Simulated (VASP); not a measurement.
Set up this calculation in VASP 6.6.1, as the native input.

```yaml
Task: electric field gradients
Functional: LDA
Potentials_or_basis: VASP PAW LDA potentials, release 64 (Al)
Cutoff: 520 eV
k_mesh: 17 × 17 × 17
Occupations: fermi-dirac, width 0.03 eV
Spin: no spin polarisation
Dipole_correction: no
Further_INCAR_settings: ALGO = Normal; EDIFF = 1e-08; NBANDS = 8
```

The structure of Al lies in POSCAR:

```
Al
1.0
   -0.0202398000      2.0138601000      2.0138601000
    2.0138601000     -0.0202398000      2.0138601000
    2.0138601000      2.0138601000     -0.0202398000
Al
1
Direct
    0.0000000000      0.0000000000      0.0000000000
```

This cell differs from its parent crystal: equal xy, yz and zx shear strains of -1 %.

The input as run:

INCAR

```
SYSTEM = Al
  PREC = Accurate
  ENCUT = 520
  EDIFF = 1E-8
  ISMEAR = -1
  SIGMA = 0.03
  LREAL = .False.
  LASPH = .True.
  NELM = 80
  ALGO = Normal
  ISIF = 2
  LWAVE = .False.
  LCHARG = .False.
  LEFG = .True.
  NBANDS = 8
```

KPOINTS

```
regular mesh
0
Gamma
  17 17 17
  0 0 0
```

Potentials or basis: VASP PAW LDA potentials, release 64 (Al).

Launch:

```sh
$ cat potpaw_LDA.64/Al/POTCAR > POTCAR
$ mpirun -np 1 vasp_std > vasp.out
```

Results of the run:

```
Pressure : -3.6 GPa
```

Caveat: the cell differs from its parent crystal (equal xy, yz and zx shear strains of -1 %); without QUAD_EFG the Cq values of the log hold for a quadrupole moment of 1 mb, not for the nuclei.

Wall time 36 s on 1 thread of Intel(R) Xeon(R) Platinum 8488C (Sapphire Rapids), with other jobs on the host, peak memory 0.16 GiB.
